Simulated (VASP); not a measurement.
Wanted: the native input for a VASP 6.6.1 run.

| Quantity | Value |
| --- | --- |
| Task | single point |
| Functional | r2SCAN |
| Potentials or basis | VASP PAW PBE potentials, release 64 (W_sv, Se) |
| Cutoff | 520 eV |
| k mesh | 14 × 14 × 14 |
| Occupations | gaussian, width 0.1 eV |
| Spin | collinear spin |
| Starting moments | [2.5, 0.0] μB |
| Dipole correction | no |
| Further INCAR settings | ALGO = Normal; EDIFF = 1e-06; NBANDS = 21 |

Crystal: WSe.

```xyz
2
Lattice="0.0000 2.7923 2.7923 2.7923 0.0000 2.7923 2.7923 2.7923 0.0000" Properties=species:S:1:pos:R:3 pbc="T T T"
W     0.0000    0.0000    0.0000
Se    1.3962    1.3962    1.3962
```

These files were run (other wordings do the same):

POSCAR

```
WSe
1.0
    0.0000000000      2.7923343796      2.7923343796
    2.7923343796      0.0000000000      2.7923343796
    2.7923343796      2.7923343796      0.0000000000
W Se
1 1
Direct
    0.0000000000      0.0000000000      0.0000000000
    0.2500000000      0.2500000000      0.2500000000
```

INCAR.step1

```
SYSTEM = WSe
ALGO = Normal ; EDIFF = 1E-4
ENCUT = 520 ; GGA = PE
ISMEAR = 0 ; ISPIN = 2
LASPH = .True. ; LCHARG = .False.
LMAXMIX = 4 ; LREAL = .False.
LWAVE = .True. ; MAGMOM = 2.5 0
NBANDS = 21 ; NELM = 150
PREC = Accurate ; SIGMA = 0.1
```

INCAR.step2

```
SYSTEM = WSe
ALGO = Normal ; EDIFF = 1E-6
ENCUT = 520 ; ISIF = 2
ISMEAR = 0 ; ISPIN = 2
ISTART = 1 ; LASPH = .True.
LCHARG = .True. ; LELF = .True.
LMAXMIX = 4 ; LMIXTAU = .True.
LORBIT = 11 ; LREAL = .False.
LVHAR = .True. ; LWAVE = .False.
MAGMOM = 2.5 0 ; METAGGA = R2SCAN
NBANDS = 21 ; NELM = 150
PREC = Accurate ; SIGMA = 0.1
```

KPOINTS

```
k-points
0
Gamma
  14 14 14
  0 0 0
```

Potentials or basis: VASP PAW PBE potentials, release 64 (W_sv, Se).

Run with:

```console
$ cat potpaw_PBE.64/W_sv/POTCAR potpaw_PBE.64/Se/POTCAR > POTCAR
$ cp INCAR.step1 INCAR
$ mpirun -np 1 vasp_std > vasp.out
$ cp INCAR.step2 INCAR
$ mpirun -np 1 vasp_std > vasp.out
```

Results of the run:

* Pressure: 4.8 GPa
* Net moment: 1.31 μB per cell
* Site moments: W +1.09; Se -0.01 μB
* Valence electrons inside the program's atomic spheres: W 12.07; Se 4.09

Caveat: the cell stands under pressure; the PAW data sets were made with another functional, which shifts forces and pressure a little.

Wall time 8 min on 1 thread of Oxide Virtual Turin-like Processor, on a shared host, peak memory 0.27 GiB.
